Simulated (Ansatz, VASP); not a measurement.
# HfO2 in VASP and in Ansatz

File INCAR:

```
SYSTEM = HfO2
PREC = Accurate
ENCUT = 520
EDIFF = 1E-6
ISMEAR = -1
SIGMA = 0.02
LREAL = .FALSE.
LASPH = .TRUE.
NELM = 60
ALGO = Normal
ISIF = 2
LWAVE = .FALSE.
LCHARG = .FALSE.
GGA = PE
NBANDS = 18
```

KPOINTS

```
Automatic mesh
0
G
  8 8 8
  0 0 0
```

File POSCAR:

```
HfO2
1.0
    0.0419844261      2.5711667186      2.5711667186
    2.5711667186      0.0419844261      2.5711667186
    2.5711667186      2.5711667186      0.0419844261
Hf O
1 2
Direct
    0.0000000000      0.0000000000      0.0000000000
    0.2490832165      0.2490832165      0.2490832165
    0.7509167835      0.7509167835      0.7509167835
```

Input for Ansatz:

```yaml
crystal:
  lattice:
    - [0.0419844261, 2.5711667186, 2.5711667186]
    - [2.5711667186, 0.0419844261, 2.5711667186]
    - [2.5711667186, 2.5711667186, 0.0419844261]
  atoms:
    - { symbol: Hf, position: [0.0, 0.0, 0.0] }
    - { symbol: O, position: [0.2490832165, 0.2490832165, 0.2490832165] }
    - { symbol: O, position: [0.7509167835, 0.7509167835, 0.7509167835] }
kpoints:
  mp_grid: { grid: [8, 8, 8] }
  band_path:
    path:
      - [0.0, 0.0, 0.0]
      - [0.5, 0.0, 0.5]
      - [0.625, 0.25, 0.625]
      - [0.375, 0.375, 0.75]
      - [0.5, 0.5, 0.5]
      - [0.5, 0.25, 0.75]
    npoints: 1
hamiltonian:
  xc: pbe
scf:
  occupations: { method: fermi_dirac, width: 0.02 }
  n_extra_bands: 4
output:
  forces: true
  stress: true
  eigenvalues: true
```

Change from the starting cell: shear_111 strain +2.5%.

Alike in both runs: task single point; functional PBE; k mesh 8 × 8 × 8; occupations fermi-dirac, width 0.02 eV; no spin polarisation.

|  | VASP | Ansatz |
| --- | --- | --- |
| version | VASP 6.6.1 | Ansatz 0.2.0 |
| potentials or method | VASP PAW PBE potentials, release 64 (Hf_pv, O) | plane waves, PAW |
| plane-wave cutoff (eV) | 520 | 420 |
| valence electrons in the cell | 22 | 38 |

Ansatz gave:

| Item | Value |
| --- | --- |
| gap on the k mesh at the Fermi level (eV) | 3.75 |
| pressure (GPa) | -0.3 |
| traceless stress, the component that is largest in VASP (GPa) | -1.07 |
| rms of the force components (eV/Å) | 0.010 |

**Question.** Estimate VASP's values.

**Answer.** gap on the k mesh at the Fermi level (eV): 3.76; pressure (GPa): -3.9; traceless stress, the component that is largest in VASP (GPa): -1.03; rms of the force components (eV/Å): 0.002.

Atom by atom the forces differ by 0.007 eV/Å (rms over components). VASP's potentials hold 22 valence electrons a cell and Ansatz's 38, so a difference there can come from the potentials and not from the codes.

Neither program's run includes spin-orbit coupling.
